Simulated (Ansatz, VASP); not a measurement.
## One calculation of EuMg, two programs

```
Eu Mg
1.0
     4.04133    0.00000    0.00000
     0.00000    4.04133    0.00000
     0.00000    0.00000    4.04133
Eu Mg
1 1
Cartesian
  2.0207 2.0207 2.0207
  0.0000 0.0000 0.0000
```

Alike in both runs: task single point; functional LDA; k mesh 6 × 6 × 6; occupations fermi-dirac, width 0.05 eV; collinear spin.

|  | VASP | Ansatz |
| --- | --- | --- |
| version | VASP 6.6.1 | Ansatz 0.2.0 |
| potentials or method | VASP PAW PBE potentials, release 64 (Eu, Mg), cutoff 600 eV | all-electron LAPW, scalar-relativistic |

|  | VASP | Ansatz | Ansatz less VASP |
| --- | --- | --- | --- |
| net moment per atom (μB) | 3.55 | 3.56 | +0.011 |
| size of the moment on the site where the two differ most (μB) | 6.62 | 7.01 | +0.383 |

VASP's potentials were made for PBE, not for LDA. LDA's correlation is that of Perdew and Zunger in VASP and of Perdew and Wang (1992) in Ansatz. Site moments also hang on the region over which each program counts them. Ansatz ran all-electron here, and VASP with PAW potentials.

Spin-orbit coupling is off throughout.
